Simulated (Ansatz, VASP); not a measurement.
**Mo in VASP and in Ansatz**

```
CELL_PARAMETERS angstrom
2.67967 0.00000 0.00000
-1.33983 2.32066 0.00000
0.00000 0.00000 2.50302
ATOMIC_POSITIONS crystal
Mo 0.00000 0.00000 0.50000
```

Alike in both runs: task single point; functional PBEsol; dispersion D3(BJ); k mesh 12 × 12 × 11; no spin polarisation.

```csv
,VASP,Ansatz
version,VASP 6.6.1,Ansatz 0.2.0
potentials or method,"VASP PAW PBE potentials, release 64 (Mo_sv), cutoff 520 eV","plane waves, PAW"
occupations,"methfessel-paxton of order 1, width 0.05 eV","cold, width 0.05 eV"
valence electrons in the cell,14,14
```

|  | VASP | Ansatz | Ansatz less VASP |
| --- | --- | --- | --- |
| pressure (GPa) | 3.1 | 2.4 | -0.68 |
| traceless stress, the component that is largest in VASP (GPa) | -8.42 | -8.62 | -0.202 |

VASP's potentials were made for PBE, not for PBEsol.
